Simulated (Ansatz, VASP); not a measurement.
## One calculation of SrNb, two programs

```
Sr Nb
1.0
     4.22996    0.00000    0.00000
     0.00000    4.22996    0.00000
     0.00000    0.00000    3.06381
Sr Nb
1 1
Direct
  0.00000 0.00000 0.22598
  0.50000 0.50000 0.72127
```

Alike in both runs: functional PBE; k mesh 5 × 5 × 6; occupations gaussian, width 0.2 eV; no spin polarisation.

Ansatz relaxed the structure, and its values are those at the end. VASP's run is a single point on that final structure, the one shown.

|  | VASP | Ansatz |
| --- | --- | --- |
| version | VASP 6.6.1 | Ansatz 0.2.0 |
| potentials or method | VASP PAW PBE potentials, release 64 (Sr_sv, Nb_sv), cutoff 500 eV | scalar-relativistic, plane waves, PAW |
| valence electrons in the cell | 23 | 23 |

|  | VASP | Ansatz | Ansatz less VASP |
| --- | --- | --- | --- |
| gap on the k mesh at the Fermi level (eV) | none | none | - |
| pressure (GPa) | 0.4 | 0.3 | -0.10 |
| rms of the force components (eV/Å) | 0.021 | 0.021 | -0.0002 |

A gap of «none» marks a metal or a gap that the smearing closes. With one functional, cell and mesh, what is left measures potentials, basis and numerics.
